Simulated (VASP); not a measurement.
# Se (Im-3m) in VASP: a series of runs, part 2 of 2

VASP 6.6.1.

## 4. Single point, PBE

This run uses another cell than the first one, of 20.24 Å³/atom.

Contents of INCAR:

```
ALGO     = Normal         # electronic algorithm
EDIFF    = 1E-6           # SCF threshold, eV
ENCUT    = 500            # plane-wave cutoff, eV
GGA      = PE             # functional
GGA_COMPAT= False        
ISIF     = 2              # what is computed and relaxed
ISMEAR   = -1             # smearing method
LASPH    = True           # aspherical terms in the spheres
LCHARG   = True           # write CHGCAR
LELF     = True           # ELF
LREAL    = False          # projectors in reciprocal space
LVHAR    = True         
LWAVE    = False          # write WAVECAR
NBANDS   = 9              # bands
NELM     = 120            # most SCF steps
PREC     = Accurate       # precision mode
SIGMA    = 0.05           # smearing width, eV
```

Contents of KPOINTS:

```
k-points
0
Gamma
  12 12 12
```

Contents of POSCAR:

```
Se
1.0
   -1.7167791761      1.7167791761      1.7167791761
    1.7167791761     -1.7167791761      1.7167791761
    1.7167791761      1.7167791761     -1.7167791761
Se
1
Direct
    0.0000000000      0.0000000000      0.0000000000
```

Potentials or basis: VASP PAW PBE potentials, release 64 (Se).

Started as:

```bash
> cat potpaw_PBE.64/Se/POTCAR > POTCAR
> mpirun -np 1 vasp_std > vasp.out
```

OUTCAR:

```text
EDIFF = 1E-6
   ENCUT = 500
   GGA = PE
   ISIF = 2
   ISMEAR = -1
   LASPH = True
   LREAL = False
   NELM = 120
   PREC = Accurate

 ion  position               nearest neighbor table
   1  0.000  0.000  0.000-

  LATTYP: Found a body centered cubic cell.
 ALAT       =     3.4335583522

  Lattice vectors:

 A1 = (  -1.7167791761,   1.7167791761,   1.7167791761)
 A2 = (   1.7167791761,  -1.7167791761,   1.7167791761)
 A3 = (   1.7167791761,   1.7167791761,  -1.7167791761)

Analysis of symmetry for initial positions (statically):
=====================================================================
 Subroutine PRICEL returns:
 Original cell was already a primitive cell.

 Routine SETGRP: Setting up the symmetry group for a
 body centered cubic supercell.

 Subroutine GETGRP returns: Found 48 space group operations
 (whereof 48 operations were pure point group operations)
 out of a pool of 48 trial point group operations.

The static configuration has the point symmetry O_h .

Analysis of symmetry for dynamics (positions and initial velocities):
=====================================================================
 Subroutine PRICEL returns:
 Original cell was already a primitive cell.

 Routine SETGRP: Setting up the symmetry group for a
 body centered cubic supercell.

 Subroutine GETGRP returns: Found 48 space group operations
 (whereof 48 operations were pure point group operations)
 out of a pool of 48 trial point group operations.

The dynamic configuration has the point symmetry O_h .

 Subroutine INISYM returns: Found 48 space group operations
 (whereof 48 operations are pure point group operations),
 and found     1 'primitive' translations

----------------------------------------------------------------------------------------

                                     Primitive cell

  volume of cell :      20.2397

  direct lattice vectors                    reciprocal lattice vectors
    -1.716779176  1.716779176  1.716779176     0.000000000  0.291243048  0.291243048
     1.716779176 -1.716779176  1.716779176     0.291243048  0.000000000  0.291243048
     1.716779176  1.716779176 -1.716779176     0.291243048  0.291243048  0.000000000

  length of vectors
     2.973548758  2.973548758  2.973548758     0.411879868  0.411879868  0.411879868

  position of ions in fractional coordinates (direct lattice)
     0.000000000  0.000000000  0.000000000

  ion indices of the primitive-cell ions
   primitive index   ion index
                 1           1

----------------------------------------------------------------------------------------

 KPOINTS: k-points

Automatic generation of k-mesh.
 Grid dimensions read from file:
 generate k-points for:   12   12   12

 Generating k-lattice:

  Cartesian coordinates                     Fractional coordinates (reciprocal lattice)
     0.000000000  0.024270254  0.024270254     0.083333333  0.000000000  0.000000000
     0.024270254  0.000000000  0.024270254     0.000000000  0.083333333  0.000000000
     0.024270254  0.024270254  0.000000000     0.000000000  0.000000000  0.083333333

  Length of vectors
     0.034323322  0.034323322  0.034323322

  Shift w.r.t. Gamma in fractional coordinates (k-lattice)
     0.000000000  0.000000000  0.000000000

 Subroutine IBZKPT returns following result:
 ===========================================

 Found     72 irreducible k-points:

 Following reciprocal coordinates:
            Coordinates               Weight
  0.000000  0.000000  0.000000      1.000000
  0.083333  0.000000  0.000000     12.000000
  0.166667  0.000000  0.000000     12.000000
  0.250000  0.000000  0.000000     12.000000
  0.333333  0.000000  0.000000     12.000000
  0.416667  0.000000  0.000000     12.000000
[... 16 lines left out ...]
  0.333333  0.083333  0.083333     24.000000
  0.416667  0.083333  0.083333     12.000000
 [... further k-points ...]
   k-points           NKPTS =     72   k-points in BZ     NKDIM =     72   number of bands    NBANDS=      9
   number of dos      NEDOS =    301   number of ions     NIONS =      1
   total plane-waves  NPLWV =  13824
   dimension x,y,z NGX =    24 NGY =   24 NGZ =   24
   dimension x,y,z NGXF=    48 NGYF=   48 NGZF=   48
   ions per type =               1
   NGX,Y,Z   is equivalent  to a cutoff of  13.42, 13.42, 13.42 a.u.
   NGXF,Y,Z  is equivalent  to a cutoff of  26.84, 26.84, 26.84 a.u.
 SYSTEM =  unknown system
   PREC   = accura    normal or accurate (medium, high low for compatibility)
   ISTART =      0    job   : 0-new  1-cont  2-samecut
   ICHARG =      2    charge: 1-file 2-atom 10-const
   ISPIN  =      1    spin polarized calculation?
   LNONCOLLINEAR =      F non collinear calculations
   LSORBIT =      F    spin-orbit coupling
   LASPH  =      T    aspherical Exc in radial PAW
   ENCUT  =  500.0 eV  36.75 Ry    6.06 a.u.   5.42  5.42  5.42*2*pi/ulx,y,z
   NELM   =    120;   NELMIN=  2; NELMDL= -5     # of ELM steps
   EDIFF  = 0.1E-05   stopping-criterion for ELM
   LREAL  =      F    real-space projection
   EDIFFG = 0.1E-04   stopping-criterion for IOM
   NSW    =      0    number of steps for IOM
   IBRION =     -1    ionic relax: 0-MD 1-quasi-New 2-CG
   NFREE  =      0    steps in history (QN), initial steepest desc. (CG)
   ISIF   =      2    stress and relaxation
   ISYM   =      2    0-nonsym 1-usesym 2-fastsym
   POTIM  = 0.5000    time-step for ionic-motion
   TEBEG  =    0.0;   TEEND  =   0.0 temperature during run
   PSTRESS=    0.0 pullay stress
   NELECT =       6.0000    total number of electrons
   NUPDOWN=      -1.0000    fix difference up-down
   EMIN   =  10.00;   EMAX   =-10.00  energy-range for DOS
   EFERMI =   0.00;   METHOD = LEGACY
   ISMEAR =    -1;   SIGMA  =   0.05  broadening in eV -4-tet -1-fermi 0-gaus
   EFERMI_NEDOS =   21; number of points for ismear=-14 and -15
   IALGO  =     38    algorithm
   IMIX   =      4    mixing-type and parameters
     AMIX     =   0.40;   BMIX     =  1.00
     AMIX_MAG =   1.60;   BMIX_MAG =  1.00
  volume/ion in A,a.u.               =      20.24       136.58
  Fermi-wavevector in a.u.,A,eV,Ry     =   1.091585  2.062796 16.212122  1.191557
  Thomas-Fermi vector in A             =   2.227833
   LORBIT       =      0    0 simple, 1 ext, 2 COOP (PROOUT), +10 PAW based schemes
   GGA     = PE    functional components
   LHFCALC =     F    Hartree Fock is set to
   AEXX    =    0.0000 exact exchange contribution
   IVDW    =     0    specifies the selected vdW correction
   LEPSILON=     F    determine dielectric tensor
   LRPA    =     F    only Hartree local field effects (RPA)
 non-spin polarized calculation
  energy-cutoff  :      500.00
  volume of cell :       20.24
 maximum number of plane-waves:       533
 NGX is ok and might be reduce to    24
   NGX = 11   NGY = 11   NGZ = 11

 number of electron       5.9999999 magnetization

 Free energy of the ion-electron system (eV)
  ---------------------------------------------------
  ext. energy  EPLUGINS =         0.00000000
  ---------------------------------------------------
  free energy    TOTEN  =        -2.91593142 eV

  energy without entropy =       -2.90940658  energy(sigma->0) =       -2.91266900

 E-fermi :   5.6362     XC(G=0): -10.6156

 val. band max:        5.6230698771   @ k =  -0.1667   0.1667   0.0833
 cond. band min:       5.6438881017   @ k =   0.1667   0.1667   0.0000
 fundamental gap:      0.0208182245
 Fermi energy:         5.6362171546

 k-point     1 :       0.0000    0.0000    0.0000
  band No.  band energies     occupation
      1     -10.5993      2.00000
      2       8.5400      0.00000
      3       8.5400      0.00000
      4       8.5400      0.00000
      5      16.7484      0.00000
      6      17.9641      0.00000
      7      17.9641      0.00000
      8      17.9641      0.00000
      9      20.9905      0.00000

 k-point     2 :       0.0833    0.0000    0.0000
  band No.  band energies     occupation
      1     -10.4530      2.00000
      2       7.6436      0.00000
      3       8.2407      0.00000
      4       8.4860      0.00000
      5      17.0070      0.00000
      6      17.3748      0.00000
      7      18.0262      0.00000
      8      18.5820      0.00000
      9      19.9740      0.00000
[... 253 lines left out ...]
 k-point    24 :       0.4167    0.0833    0.0833
  band No.  band energies     occupation
      1      -7.0103      2.00000
      2      -0.7712      2.00000
      3       4.3251      2.00000
      4       6.2982      0.00000
      5      14.4475      0.00000
      6      15.4196      0.00000
      7      23.7794      0.00000
      8      23.8139      0.00000
      9      24.4166      0.00000

 [... further k-points ...]

------------------------ aborting loop because EDIFF is reached ----------------------------------------

  FORCE on cell =-STRESS in cart. coord.  units (eV):
  Direction    XX          YY          ZZ          XY          YZ          ZX
  --------------------------------------------------------------------------------------
  -------------------------------------------------------------------------------------
  Total        0.0002405      0.0002405      0.0002405      0.0000000      0.0000000     -0.0000000
  in kB        0.0190413      0.0190413      0.0190413      0.0000000      0.0000000     -0.0000000
  external PRESSURE =       0.0190413 kB  Pullay stress =       0.0000000 kB

 VOLUME and BASIS-vectors are now :
 -----------------------------------------------------------------------------
  energy-cutoff  :      500.00
  volume of cell :       20.24
      direct lattice vectors                 reciprocal lattice vectors
    -1.716779176  1.716779176  1.716779176     0.000000000  0.291243048  0.291243048
     1.716779176 -1.716779176  1.716779176     0.291243048  0.000000000  0.291243048
     1.716779176  1.716779176 -1.716779176     0.291243048  0.291243048  0.000000000

 POSITION                                       TOTAL-FORCE (eV/Angst)
 -----------------------------------------------------------------------------------
      0.00000      0.00000      0.00000        -0.000000     -0.000000      0.000000
 -----------------------------------------------------------------------------------
    total drift:                               -0.000000     -0.000000      0.000000

  FREE ENERGIE OF THE ION-ELECTRON SYSTEM (eV)
  ---------------------------------------------------
  free  energy   TOTEN  =        -2.9159314171 eV

  energy  without entropy=       -2.9094065807  energy(sigma->0) =       -2.91266900
```

It took 6.3 s on 1 thread of AMD EPYC 9R45 (Zen 5), shared host; peak memory 0.11 GiB.

What came out:

- Free energy: -2.9159 eV
- Pressure: 0.0 GPa
- Band gap on the k mesh: zero (bands 3 and 4 overlap by 6.73 eV)

## 5. Relaxation of cell and atoms, PBE

This run uses another cell than the first one, of 11.07 Å³/atom.

Contents of INCAR:

```
PREC = Accurate
ENCUT = 500
EDIFF = 1E-7
ISMEAR = -1
SIGMA = 0.05
LREAL = False
LASPH = True
NELM = 120
ALGO = Normal
ISIF = 3
LWAVE = False
LCHARG = False
GGA = PE
IBRION = 2
NSW = 80
EDIFFG = -0.01
GGA_COMPAT = False
NELMIN = 4
```

Contents of KPOINTS:

```
regular mesh
0
Gamma
  12 12 12
```

Contents of POSCAR:

```
Se
1.0
   -1.4038000000      1.4038000000      1.4038000000
    1.4038000000     -1.4038000000      1.4038000000
    1.4038000000      1.4038000000     -1.4038000000
Se
1
Direct
    0.0000000000      0.0000000000      0.0000000000
```

Started as:

```bash
> cat potpaw_PBE.64/Se/POTCAR > POTCAR
> mpirun -np 1 vasp_std > vasp.out
```

Wall time 16 s (1 thread of AMD EPYC 9R45 (Zen 5), shared host); peak memory 0.09 GiB.

The run converged. Its results:

- Free energy: -2.9130 eV
- Relaxed volume: 20.22 Å³/atom
- Relaxed cell: a = 2.973 Å, b = 2.973 Å, c = 2.973 Å, α = 109.47°, β = 109.47°, γ = 109.47°
- Space group after relaxing (to 0.1 Å): Im-3m (No. 229)
- Energy gained by relaxing: 2864.1 meV/atom
- Ionic steps: 7
- Pressure after relaxing: 0.1 GPa
- Band gap on the k mesh: zero (bands 3 and 4 overlap by 6.74 eV)

Step by step:
| step | energy change (eV) | largest force (eV/Å) | pressure (GPa) | volume (Å³) |
| --- | --- | --- | --- | --- |
| 1 | 0.0000 | 0.0000 | 175.22 | 11.07 |
| 2 | -1.5142 | 0.0000 | -8.39 | 43.96 |
| 3 | -2.8461 | 0.0000 | -3.97 | 21.62 |
| 4 | -2.8572 | 0.0000 | -2.56 | 21.08 |
| 5 | -2.8641 | 0.0000 | 0.14 | 20.20 |
| 6 | -2.8638 | 0.0000 | -0.59 | 20.42 |
| 7 | -2.8641 | 0.0000 | 0.06 | 20.22 |

Final structure:
```
Se
1.0
    -1.71635    1.71635    1.71635
     1.71635   -1.71635    1.71635
     1.71635    1.71635   -1.71635
Se
1
Direct
  0.00000 0.00000 0.00000
```

Levels at points of the mesh, in eV from the Fermi level:
```
           k point  band 1  band 2  band 3  band 4  band 5  band 6
(0.00, 0.00, 0.00)  -16.24    2.91    2.91    2.91   11.12   12.33
(0.50, 0.00, 0.00)  -12.80   -6.74   -0.05    2.06    6.84    8.26
(0.50, 0.50, 0.50)  -10.43   -3.32   -3.32   -3.32    4.00    4.00
```

Caveat: the volume moved by over 15 % at a fixed basis, so the end points are rough. PBE usually gives volumes a little too large and moduli too small.

## 6. Relaxation of cell and atoms, PBE, target pressure 10 GPa, at which the enthalpy is minimised

This run uses another cell than the first one, of 11.07 Å³/atom.

Contents of INCAR:

```
PREC = Accurate ; ENCUT = 500
EDIFF = 1E-7 ; ISMEAR = -1
SIGMA = 0.05 ; LREAL = F
LASPH = T ; NELM = 120
ALGO = Normal ; ISIF = 3
LWAVE = F ; LCHARG = F
GGA = PE ; IBRION = 2
NSW = 80 ; EDIFFG = -0.01
PSTRESS = 100.0 ; GGA_COMPAT = F
NELMIN = 4
```

KPOINTS is that of step 5.

POSCAR is that of step 5.

Potentials or basis: VASP PAW PBE potentials, release 64 (Se).

Started as:

```bash
> cat potpaw_PBE.64/Se/POTCAR > POTCAR
> mpirun -np 1 vasp_std > vasp.out
```

Run time: 17 s. Hardware: 1 thread of AMD EPYC 9R45 (Zen 5), shared host; peak memory 0.09 GiB.

It converged, with:

```
Free energy                                                : -2.8544 eV
Relaxed volume                                             : 18.13 Å³/atom
Relaxed cell                                               : a = 2.866 Å, b = 2.866 Å, c = 2.866 Å, α = 109.47°, β = 109.47°, γ = 109.47°
Space group after relaxing (to 0.1 Å)                      : Im-3m (No. 229)
Energy change on relaxing (the run minimises the enthalpy) : -2805.5 meV/atom
Ionic steps                                                : 8
Pressure after relaxing                                    : 10.0 GPa
Band gap on the k mesh                                     : zero (bands 3 and 4 overlap by 7.98 eV)
```

The path:
| step | energy change (eV) | largest force (eV/Å) | pressure (GPa) | volume (Å³) |
| --- | --- | --- | --- | --- |
| 1 | 0.0000 | 0.0000 | 175.22 | 11.07 |
| 2 | -1.6615 | 0.0000 | -8.99 | 41.25 |
| 3 | -2.8639 | 0.0000 | 0.46 | 20.10 |
| 4 | -2.8485 | 0.0000 | 4.61 | 19.09 |
| 5 | -2.7982 | 0.0000 | 10.75 | 18.01 |
| 6 | -2.8086 | 0.0000 | 9.68 | 18.18 |
| 7 | -2.8035 | 0.0000 | 10.20 | 18.09 |
| 8 | -2.8055 | 0.0000 | 10.00 | 18.13 |

Final structure:
```
Se
1.0
    -1.65481    1.65481    1.65481
     1.65481   -1.65481    1.65481
     1.65481    1.65481   -1.65481
Se
1
Direct
  0.00000 0.00000 0.00000
```

Levels at points of the mesh, in eV from the Fermi level:
```tsv
k point	band 1	band 2	band 3	band 4	band 5	band 6
(0.00, 0.00, 0.00)	-17.29	3.52	3.52	3.52	12.60	12.60
(0.50, 0.00, 0.00)	-13.12	-7.68	0.03	2.42	6.96	8.13
(0.50, 0.50, 0.50)	-10.13	-3.75	-3.75	-3.75	3.48	3.48
```

Caveat: the cell is relaxed towards a set pressure, so the run minimises the enthalpy, not the energy; the volume moved by over 15 % at a fixed basis, so the end points are rough.

## 7. The runs side by side

| task | cell | gap on the mesh (eV) | pressure (GPa) |
| --- | --- | --- | --- |
| single point | a = 2.797 Å, angles 109.5°, 1 atom | none | 20.1 |
| single point | a = 2.866 Å, angles 109.5°, 1 atom | none | 10.0 |
| single point | a = 2.974 Å, angles 109.5°, 1 atom | none | 0.0 |
| relaxation of cell and atoms | relaxed from a = 2.431 Å, angles 109.5°, 1 atom | none | 0.1 |
| relaxation of cell and atoms | relaxed to 10 GPa from a = 2.431 Å, angles 109.5°, 1 atom | none | 10.0 |

Alike in all rows: level PBE; potentials or basis VASP PAW PBE potentials, release 64 (Se); no spin polarisation; k mesh 12 × 12 × 12; cutoff (eV) 500; smearing fermi-dirac 0.05 eV.

Caveats: the cell stands under pressure (at least some runs); the volume moved by over 15 % at a fixed basis, so the end points are rough (at least some runs); the cell is relaxed towards a set pressure, so the run minimises the enthalpy, not the energy (at least some runs).

Absolute energies hang on the potentials; compare differences alone.

The gap in the log of VASP goes by the Fermi energy; the results here count the filled bands.